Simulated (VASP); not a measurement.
**GaAs2: density of states with PBE**

GaAs2:

```
CELL_PARAMETERS angstrom
3.76499 0.00000 0.00000
0.00000 3.76499 0.00000
0.00000 0.00000 7.79535
ATOMIC_POSITIONS crystal
Ga 0.00000 0.50000 0.28100
Ga 0.50000 0.00000 0.71900
As 0.00000 0.00000 0.00000
As 0.50000 0.50000 0.00000
As 0.00000 0.50000 0.63900
As 0.50000 0.00000 0.36100
```

```
Program                 : VASP 6.6.1
Task                    : density of states
Functional              : PBE
Potentials or basis     : VASP PAW PBE potentials, release 64 (Ga_d, As)
Cutoff                  : 520 eV
k mesh                  : 9 × 9 × 5
Occupations             : methfessel-paxton, width 0.0783 eV
Spin                    : no spin polarisation
Dipole correction       : no
k mesh for the DOS      : 14 × 14 × 8
Occupations for the DOS : tetrahedron
Further INCAR settings  : ALGO = Normal; EDIFF = 1e-06; NBANDS = 32
```

The valence electrons inside the program's atomic spheres are Ga 11.55; As 2.71, 2.66.

Levels at points of the mesh, in eV from the Fermi level:
| k point | band 19 | band 20 | band 21 | band 22 | band 23 | band 24 | band 25 | band 26 | band 27 | band 28 |
| --- | --- | --- | --- | --- | --- | --- | --- | --- | --- | --- |
| (0.00, 0.00, 0.00) | -2.00 | -1.65 | -1.65 | -1.44 | -0.78 | -0.78 | 0.58 | 0.70 | 4.14 | 4.51 |
| (0.50, 0.00, 0.00) | -1.57 | -1.57 | -1.48 | -1.48 | 0.02 | 0.02 | 0.32 | 0.32 | 2.72 | 2.72 |
| (0.50, 0.50, 0.00) | -4.71 | -4.71 | -4.70 | -4.70 | 0.40 | 0.40 | 0.48 | 0.48 | 2.84 | 2.84 |
| (0.00, 0.00, 0.50) | -2.23 | -2.23 | -1.99 | -0.03 | -0.03 | 0.62 | 1.34 | 1.92 | 3.08 | 3.11 |
| (0.50, 0.00, 0.50) | -1.49 | -1.49 | -0.68 | -0.68 | 0.07 | 0.07 | 1.70 | 1.70 | 1.75 | 1.75 |
| (0.50, 0.50, 0.50) | -3.66 | -3.66 | -3.02 | -3.02 | -1.61 | -1.61 | -1.21 | -1.21 | 5.58 | 5.58 |

It used 940 s of CPU time on 1 thread of AMD EPYC 7R13 Processor (Zen 3), on a shared host.
